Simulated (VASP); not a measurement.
Runs of VASP 6.6.1 on CdTe. The structure is that of space group Cmcm (No. 63), or close to it. The cells are those of the table. 

```csv
task,cell,gap on the mesh (eV),pressure (GPa),largest force (eV/Å)
single point,"a = 4.356, b = 4.356, c = 6.212 Å, angles 90.0, 90.0, 90.5°, 4 atoms",none,(a),0.07
single point,"a = 4.443, b = 4.443, c = 6.091 Å, angles 90.0, 90.0, 90.5°, 4 atoms",none,(b),0.09
single point,"a = 4.370, b = 4.370, c = 6.111 Å, angles 90.0, 90.0, 90.5°, 4 atoms",none,-3.4,0.06
single point,"a = 4.356, b = 4.356, c = 6.273 Å, angles 90.0, 90.0, 90.5°, 4 atoms",none,-4.1,0.07
electric field gradients,"a = 4.356, b = 4.356, c = 6.152 Å, angles 90.0, 90.0, 90.5°, 4 atoms",none,-3.4,0.06
electric field gradients,"a = 4.356, b = 4.356, c = 6.030 Å, angles 90.0, 90.0, 90.5°, 4 atoms",none,-2.6,0.04
single point,"a = 4.327, b = 4.327, c = 6.050 Å, angles 90.0, 90.0, 90.5°, 4 atoms",none,-2.2,0.05
single point,"a = 4.267, b = 4.267, c = 5.966 Å, angles 90.0, 90.0, 90.5°, 4 atoms",none,-0.1,0.07
```

Alike in all rows: level PBEsol; potentials or basis VASP PAW PBE potentials, release 64 (Cd, Te); no spin polarisation; k mesh 9 × 9 × 6; cutoff (eV) 520; smearing fermi-dirac 0.05 eV.

Task: Fill in the values left out.

Result: (a) -3.8; (b) -4.4.

Caveats: the PAW data sets were made with another functional, which shifts forces and pressure a little; spin-orbit coupling is left out, which moves the levels of the heavy elements; the cell stands under tension (at least some runs).

A k mesh can miss the band edges, and the runs leave out spin-orbit coupling on Cd, Te.

A gap of «none» marks levels without a gap at the run's occupations.
